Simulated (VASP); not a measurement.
# Cd (a cell with a defect) in VASP: notebook

Cd (a cell with a defect) is run at these levels: PBE; tasks: single point.

All numbers are computed with VASP 6.6.1; they aren't measurements. Logs are shortened: lines on timing, memory, paths and dates and some standing lists are left out, and cuts for length are marked.

### 1 The cell of the first run

The cell holds a defect, 17 atoms: a = 8.929 Å, b = 8.929 Å, c = 5.613 Å, α = 90.00°, β = 90.00°, γ = 60.00°.

### 2 Single point, PBE

File INCAR:

```
SYSTEM = Cd
PREC = Accurate
ENCUT = 520
EDIFF = 1E-7
ISMEAR = -1
SIGMA = 0.05
LREAL = Auto
LASPH = .True.
NELM = 60
ALGO = Normal
ISIF = 2
LWAVE = .False.
LCHARG = .False.
GGA = PE
NBANDS = 116
```

File KPOINTS:

```
Automatic mesh
0
Gamma
  2 2 3
  0 0 0
```

File POSCAR:

```
Cd
1.0
    8.9286440800      0.0000077900      0.0000000000
    4.4643152900      7.7324364900      0.0000000000
    0.0000000000      0.0000000000      5.6126400000
Cd
17
Direct
    0.2209127224      0.2144765471      0.2510200191
    0.1125925231      0.1086452018      0.7515253072
    0.2209047109      0.5664529266      0.2512087004
    0.1115840688      0.4452847605      0.7503297913
   -0.1017022897      1.2145021565      0.2508254583
    0.1125598836      0.7808921717      0.7518962556
    0.5551839332      0.2233348670      0.2510424684
    0.4430901623      0.1114248464      0.7510159212
    0.5463021763      0.5664999318      0.2495144887
    0.4431267375      0.4476093082      0.7509656775
    0.5463537017      0.8890871270      0.2495406796
    0.4403657620      0.7808675283      0.7479355526
    0.7792705787      0.1114700303      0.7508682189
    0.8885103814      0.5566822416      0.2500261909
    0.7770201400      0.4452843488      0.7499449457
    0.8983114415      0.8890753918      0.2511417087
    0.7769480212      0.7799130268      0.7504635965
```

Potentials or basis: VASP PAW PBE potentials, release 64 (Cd).

On the command line:

```console
$ cat potpaw_PBE.64/Cd/POTCAR > POTCAR
$ mpirun -np 1 vasp_std > vasp.out
```

OUTCAR:

```text
SYSTEM = Cd
   PREC = Accurate
   ENCUT = 520
   EDIFF = 1E-7
   ISMEAR = -1
   LREAL = Auto
   LASPH = .True.
   NELM = 60
   ISIF = 2
   GGA = PE

 ion  position               nearest neighbor table
   1  0.221  0.214  0.251-   5 2.88  11 2.91  14 3.01   7 3.02   3 3.14   2 3.26   2 3.26   8 3.29
                             8 3.29   4 3.32   4 3.33
   2  0.113  0.109  0.752-   6 2.93  12 2.93   8 2.96  13 2.96  15 3.00   4 3.00   5 3.26   1 3.26
                             1 3.26   5 3.26
   3  0.221  0.566  0.251-  16 2.88   9 2.91  14 3.01   7 3.02   1 3.14   6 3.26   6 3.26  10 3.29
                            10 3.29   4 3.32   4 3.33
   4  0.112  0.445  0.750-   8 2.97  10 2.97  15 2.99  17 2.99   6 3.00   2 3.00  14 3.29  14 3.30
                             3 3.32   1 3.32   3 3.33   1 3.33
   5  0.898  0.215  0.251-   1 2.88  16 2.91  14 3.01   7 3.02   9 3.14   2 3.26   2 3.26  13 3.29
                            13 3.29  15 3.32  15 3.33
   6  0.113  0.781  0.752-   2 2.93  12 2.93  10 2.96  13 2.96   4 3.00  17 3.00  16 3.26   3 3.26
                            16 3.26   3 3.26
   7  0.555  0.223  0.251-  11 3.02  16 3.02   5 3.02   3 3.02   1 3.02   9 3.03  13 3.30   8 3.30
                             8 3.30  10 3.30  13 3.30  10 3.30
   8  0.443  0.111  0.751-   2 2.96  12 2.96   4 2.97  17 2.97  10 3.00  13 3.00  11 3.28   1 3.29
                             1 3.29   7 3.30   7 3.30  11 3.30
   9  0.546  0.566  0.250-  11 2.88   3 2.91  14 3.01   7 3.03   5 3.14  12 3.25  12 3.27  10 3.28
                            10 3.30  15 3.32  15 3.33
  10  0.443  0.448  0.751-  12 2.96   6 2.96   4 2.97  15 2.97  13 3.00   8 3.00   9 3.28   3 3.29
                             3 3.29   9 3.30   7 3.30   7 3.30
  11  0.546  0.889  0.250-   9 2.88   1 2.91  14 3.01   7 3.02  16 3.14  12 3.25  12 3.27   8 3.28
                             8 3.30  17 3.32  17 3.33
  12  0.440  0.781  0.748-   2 2.93   6 2.93  10 2.96   8 2.96  17 3.00  15 3.00  11 3.25   9 3.25
                            11 3.27   9 3.27
  13  0.779  0.111  0.751-   2 2.96   6 2.96  15 2.97  17 2.97  10 3.00   8 3.00   5 3.29  16 3.29
                             5 3.29  16 3.29   7 3.30   7 3.30
  14  0.889  0.557  0.250-   3 3.01  11 3.01   5 3.01  16 3.01   9 3.01   1 3.01  17 3.29   4 3.29
                            15 3.29  15 3.29   4 3.30  17 3.30
  15  0.777  0.445  0.750-  13 2.97  10 2.97   4 2.99  17 2.99   2 3.00  12 3.00  14 3.29  14 3.29
                             5 3.32   9 3.32   9 3.33   5 3.33
  16  0.898  0.889  0.251-   3 2.88   5 2.91  14 3.01   7 3.02  11 3.14   6 3.26   6 3.26  13 3.29
                            13 3.29  17 3.32  17 3.33
  17  0.777  0.780  0.750-   8 2.97  13 2.97  15 2.99   4 2.99   6 3.00  12 3.00  14 3.29  14 3.30
                            11 3.32  16 3.32  16 3.33  11 3.33

  LATTYP: Found a hexagonal cell.
 ALAT       =     8.9286440785
 C/A-ratio  =     0.6286105651

  Lattice vectors:

 A1 = (  -4.4643152900,  -7.7324364900,   0.0000000000)
 A2 = (   8.9286440800,   0.0000077900,   0.0000000000)
 A3 = (   0.0000000000,   0.0000000000,   5.6126400000)

Analysis of symmetry for initial positions (statically):
=====================================================================
 Subroutine PRICEL returns:
 Original cell was already a primitive cell.

 Routine SETGRP: Setting up the symmetry group for a
 hexagonal supercell.

 Subroutine GETGRP returns: Found  1 space group operations
 (whereof  1 operations were pure point group operations)
 out of a pool of 24 trial point group operations.

The static configuration has the point symmetry C_1 .

Analysis of symmetry for dynamics (positions and initial velocities):
=====================================================================
 Subroutine PRICEL returns:
 Original cell was already a primitive cell.

 Routine SETGRP: Setting up the symmetry group for a
 hexagonal supercell.

 Subroutine GETGRP returns: Found  1 space group operations
 (whereof  1 operations were pure point group operations)
 out of a pool of 24 trial point group operations.

The dynamic configuration has the point symmetry C_1 .

 Subroutine INISYM returns: Found  1 space group operations
 (whereof  1 operations are pure point group operations),
 and found     1 'primitive' translations

----------------------------------------------------------------------------------------

                                     Primitive cell

  volume of cell :     387.4974

  direct lattice vectors                    reciprocal lattice vectors
     8.928644080  0.000007790  0.000000000     0.111999145 -0.064662606  0.000000000
     4.464315290  7.732436490  0.000000000    -0.000000113  0.129325408  0.000000000
     0.000000000  0.000000000  5.612640000     0.000000000  0.000000000  0.178169275

  length of vectors
[... 53 lines left out ...]
    -0.000000056  0.064662704  0.000000000     0.000000000  0.500000000  0.000000000
     0.000000000  0.000000000  0.059389758     0.000000000  0.000000000  0.333333333

  Length of vectors
     0.064662704  0.064662704  0.059389758

  Shift w.r.t. Gamma in fractional coordinates (k-lattice)
     0.000000000  0.000000000  0.000000000

 Subroutine IBZKPT returns following result:
 ===========================================

 Found      8 irreducible k-points:

 Following reciprocal coordinates:
            Coordinates               Weight
  0.000000  0.000000  0.000000      1.000000
  0.500000 -0.000000  0.000000      1.000000
  0.500000  0.500000  0.000000      1.000000
  0.000000  0.500000  0.000000      1.000000
  0.000000  0.000000  0.333333      2.000000
  0.500000 -0.000000  0.333333      2.000000
  0.500000  0.500000  0.333333      2.000000
  0.000000  0.500000  0.333333      2.000000
   k-points           NKPTS =      8   k-points in BZ     NKDIM =      8   number of bands    NBANDS=    116
   number of dos      NEDOS =    301   number of ions     NIONS =     17
   total plane-waves  NPLWV = 205800
   dimension x,y,z NGX =    70 NGY =   70 NGZ =   42
   dimension x,y,z NGXF=   140 NGYF=  140 NGZF=   84
   ions per type =              17
   NGX,Y,Z   is equivalent  to a cutoff of  13.03, 13.03, 12.44 a.u.
   NGXF,Y,Z  is equivalent  to a cutoff of  26.07, 26.07, 24.88 a.u.
 SYSTEM =  Cd
   PREC   = accura    normal or accurate (medium, high low for compatibility)
   ISTART =      0    job   : 0-new  1-cont  2-samecut
   ICHARG =      2    charge: 1-file 2-atom 10-const
   ISPIN  =      1    spin polarized calculation?
   LNONCOLLINEAR =      F non collinear calculations
   LSORBIT =      F    spin-orbit coupling
   LASPH  =      T    aspherical Exc in radial PAW
   ENCUT  =  520.0 eV  38.22 Ry    6.18 a.u.  16.60 16.60 10.44*2*pi/ulx,y,z
   NELM   =     60;   NELMIN=  2; NELMDL= -5     # of ELM steps
   EDIFF  = 0.1E-06   stopping-criterion for ELM
   LREAL  =      T    real-space projection
   EDIFFG = 0.1E-05   stopping-criterion for IOM
   NSW    =      0    number of steps for IOM
   IBRION =     -1    ionic relax: 0-MD 1-quasi-New 2-CG
   NFREE  =      0    steps in history (QN), initial steepest desc. (CG)
   ISIF   =      2    stress and relaxation
   ISYM   =      2    0-nonsym 1-usesym 2-fastsym
   POTIM  = 0.5000    time-step for ionic-motion
   TEBEG  =    0.0;   TEEND  =   0.0 temperature during run
   PSTRESS=    0.0 pullay stress
   NELECT =     204.0000    total number of electrons
   NUPDOWN=      -1.0000    fix difference up-down
   EMIN   =  10.00;   EMAX   =-10.00  energy-range for DOS
   EFERMI =   0.00;   METHOD = LEGACY
   ISMEAR =    -1;   SIGMA  =   0.05  broadening in eV -4-tet -1-fermi 0-gaus
   EFERMI_NEDOS =   21; number of points for ismear=-14 and -15
   IALGO  =     38    algorithm
   IMIX   =      4    mixing-type and parameters
     AMIX     =   0.40;   BMIX     =  1.00
     AMIX_MAG =   1.60;   BMIX_MAG =  1.00
  volume/ion in A,a.u.               =      22.79       153.82
  Fermi-wavevector in a.u.,A,eV,Ry     =   1.321890  2.498010 23.774723  1.747393
  Thomas-Fermi vector in A             =   2.451611
   LORBIT       =      0    0 simple, 1 ext, 2 COOP (PROOUT), +10 PAW based schemes
   GGA     = PE    functional components
   LHFCALC =     F    Hartree Fock is set to
   AEXX    =    0.0000 exact exchange contribution
   IVDW    =     0    specifies the selected vdW correction
   LEPSILON=     F    determine dielectric tensor
   LRPA    =     F    only Hartree local field effects (RPA)
 non-spin polarized calculation
  energy-cutoff  :      520.00
  volume of cell :      387.50
 maximum number of plane-waves:     10521
 NGX is ok and might be reduce to    70
   NGX = 33   NGY = 33   NGZ = 21

 number of electron     204.0000018 magnetization

 Free energy of the ion-electron system (eV)
  ---------------------------------------------------
  ext. energy  EPLUGINS =         0.00000000
  ---------------------------------------------------
  free energy    TOTEN  =       -12.97506281 eV

  energy without entropy =      -12.94543128  energy(sigma->0) =      -12.96024704

 E-fermi :   2.7189     XC(G=0): -10.7010

 val. band max:        2.3943457615   @ k =   0.0000   0.5000   0.0000
 cond. band min:       2.7257564726   @ k =   0.5000   0.5000   0.0000
 fundamental gap:      0.3314107112
 Fermi energy:         2.7189000341

 k-point     1 :       0.0000    0.0000    0.0000
  band No.  band energies     occupation
      1      -7.3107      2.00000
      2      -7.2980      2.00000
      3      -7.2969      2.00000
      4      -7.2968      2.00000
      5      -7.2648      2.00000
      6      -7.2648      2.00000
[... 925 lines left out ...]
    113       5.8698      0.00000
    114       5.9676      0.00000
 [bands above 114 left out]

------------------------ aborting loop because EDIFF is reached ----------------------------------------

  FORCE on cell =-STRESS in cart. coord.  units (eV):
  Direction    XX          YY          ZZ          XY          YZ          ZX
  --------------------------------------------------------------------------------------
  -------------------------------------------------------------------------------------
  Total        3.3457977      3.3543543      8.7293566     -0.0007144      0.0005047     -0.0024632
  in kB       13.8337975     13.8691763     36.0930826     -0.0029539      0.0020870     -0.0101844
  external PRESSURE =      21.2653521 kB  Pullay stress =       0.0000000 kB

 VOLUME and BASIS-vectors are now :
 -----------------------------------------------------------------------------
  energy-cutoff  :      520.00
  volume of cell :      387.50
      direct lattice vectors                 reciprocal lattice vectors
     8.928644080  0.000007790  0.000000000     0.111999145 -0.064662606  0.000000000
     4.464315290  7.732436490  0.000000000    -0.000000113  0.129325408  0.000000000
     0.000000000  0.000000000  5.612640000     0.000000000  0.000000000  0.178169275

 POSITION                                       TOTAL-FORCE (eV/Angst)
 -----------------------------------------------------------------------------------
      2.92994      1.65843      1.40889         0.001628     -0.000456      0.000395
      1.49033      0.84009      4.21804         0.000136     -0.000850      0.000042
      4.50120      4.38006      1.40994         0.001222     -0.000463     -0.000067
      2.98419      3.44314      4.21133        -0.002081      0.000710      0.000589
      8.97819      1.65863      1.40779        -0.001165     -0.000802     -0.000292
      4.49116      6.03820      4.22012         0.000616     -0.000536      0.000356
[... 9 lines left out ...]
     11.98982      6.87473      1.40957         0.000243      0.002012      0.000015
     10.41887      6.03063      4.21208         0.000269     -0.002341     -0.001337
 -----------------------------------------------------------------------------------
    total drift:                                0.004357     -0.002162      0.000193

  FREE ENERGIE OF THE ION-ELECTRON SYSTEM (eV)
  ---------------------------------------------------
  free  energy   TOTEN  =       -12.9750628093 eV

  energy  without entropy=      -12.9454312803  energy(sigma->0) =      -12.96024704
```

Run time: 10 min. Hardware: 1 thread of Intel Xeon Platinum 8375C at 2.90GHz (Ice Lake), shared host; peak memory 0.6 GiB.

What came out:

```
Free energy            : -12.9751 eV
Pressure               : 2.1 GPa
Largest force          : 0.004 eV/Å
Band gap on the k mesh : zero (bands 102 and 103 overlap by 1.32 eV)
```

Forces on the atoms (eV/Å):
```
Cd   0.002  0.000  0.000
Cd   0.000 -0.001  0.000
Cd   0.001  0.000  0.000
Cd  -0.002  0.001  0.001
Cd  -0.001 -0.001  0.000
Cd   0.001 -0.001  0.000
Cd   0.001  0.000  0.000
Cd   0.003  0.002 -0.001
Cd  -0.001 -0.001  0.000
Cd   0.000 -0.002 -0.001
Cd  -0.001  0.002  0.002
Cd   0.000  0.000 -0.001
Cd  -0.003  0.001  0.000
Cd  -0.001  0.000  0.001
Cd   0.001  0.000  0.000
Cd   0.000  0.002  0.000
Cd   0.000 -0.002 -0.001
```

Stress tensor (GPa, compression positive):
```
1.38 0.00 0.00
0.00 1.39 0.00
0.00 0.00 3.61
```

Caveat: the k points lie up to 0.41 Å⁻¹ apart, too coarse for converged energies and pressures of a metal.

### 3 Single point, PBE

File INCAR:

```
SYSTEM = Cd
  PREC = Accurate
  ENCUT = 520
  EDIFF = 1E-6
  ISMEAR = -1
  SIGMA = 0.05
  LREAL = Auto
  LASPH = .TRUE.
  NELM = 60
  ALGO = Normal
  ISIF = 2
  LWAVE = .FALSE.
  LCHARG = .FALSE.
  GGA = PE
  NBANDS = 116
```

File KPOINTS:

```
regular mesh
0
G
  2 2 3
  0 0 0
```

File POSCAR:

```
Cd
1.0
    8.9286440800      0.0000077900      0.0000000000
    4.4643152900      7.7324364900      0.0000000000
    0.0000000000      0.0000000000      5.6126400000
Cd
17
Direct
    0.2128176442      0.2227654045      0.2510725790
    0.1066727392      0.1145533067      0.7514485162
    0.2213668241      0.5570530429      0.2508988640
    0.1093032249      0.4451406944      0.7501475242
    0.2120096689      0.9005820297      0.2504400781
    0.1093673921      0.7813329157      0.7509836726
    0.5647974054      0.2227400901      0.2499827176
    0.4431790768      0.1136429053      0.7514274922
    0.5642350994      0.5483939778      0.2499183985
    0.4456188714      0.4451049204      0.7510294621
    0.5545645287      0.8904020989      0.2501828017
    0.4432268249      0.7789833845      0.7491686622
    0.7788407236      0.1145473272      0.7477171171
    0.8870874678      0.5478411747      0.2496955087
    0.7788517352      0.4423773719      0.7495722156
    0.8870042200      0.8997903959      0.2497038827
    0.7778283390      0.7790134388      0.7501943827
```

Potentials or basis: VASP PAW PBE potentials, release 64 (Cd).

On the command line:

```console
$ cat potpaw_PBE.64/Cd/POTCAR > POTCAR
$ mpirun -np 1 vasp_std > vasp.out
```

Run time: 20 min. Hardware: 1 thread of Intel Xeon 8259CL, shared host; peak memory 0.6 GiB.

Results (log left out):

| Quantity | Value |
| --- | --- |
| Free energy | -12.9750 eV |
| Pressure | 2.1 GPa |
| Largest force | 0.006 eV/Å |
| Band gap on the k mesh | zero (bands 102 and 103 overlap by 1.32 eV) |

Forces in eV/Å, atoms in the order of the input:
```
Cd  -0.001  0.002 -0.001
Cd  -0.002  0.002  0.001
Cd   0.000  0.000  0.001
Cd   0.005  0.001  0.001
Cd   0.001 -0.003  0.002
Cd   0.000 -0.005 -0.001
Cd  -0.002  0.002  0.000
Cd   0.001 -0.004 -0.004
Cd   0.000  0.002  0.000
Cd  -0.004  0.002 -0.002
Cd   0.000 -0.002  0.001
Cd   0.002  0.001  0.003
Cd   0.001  0.002  0.000
Cd   0.002  0.002  0.001
Cd  -0.001 -0.003  0.000
Cd   0.002  0.001 -0.001
Cd  -0.004  0.001  0.000
```

Stress tensor (GPa, compression positive):
```
1.38 0.00 0.00
0.00 1.39 0.00
0.00 0.00 3.61
```

Levels at points of the mesh, in eV from the Fermi level:
```tsv
k point	band 98	band 99	band 100	band 101	band 102	band 103	band 104	band 105	band 106	band 107
(0.00, 0.00, 0.00)	-0.79	-0.79	-0.54	0.03	0.09	0.09	0.37	0.37	0.37	0.51
(0.50, 0.00, 0.00)	-1.76	-1.73	-1.45	-0.96	-0.32	0.01	0.65	0.67	0.81	1.05
(0.50, 0.50, 0.00)	-1.76	-1.73	-1.45	-0.96	-0.33	0.01	0.65	0.67	0.81	1.05
(0.00, 0.50, 0.00)	-1.76	-1.73	-1.45	-0.96	-0.32	0.01	0.65	0.67	0.81	1.05
```

Caveat: the k points lie up to 0.41 Å⁻¹ apart, too coarse for converged energies and pressures of a metal.

The gap in the log of VASP goes by the Fermi energy; the results here count the filled bands.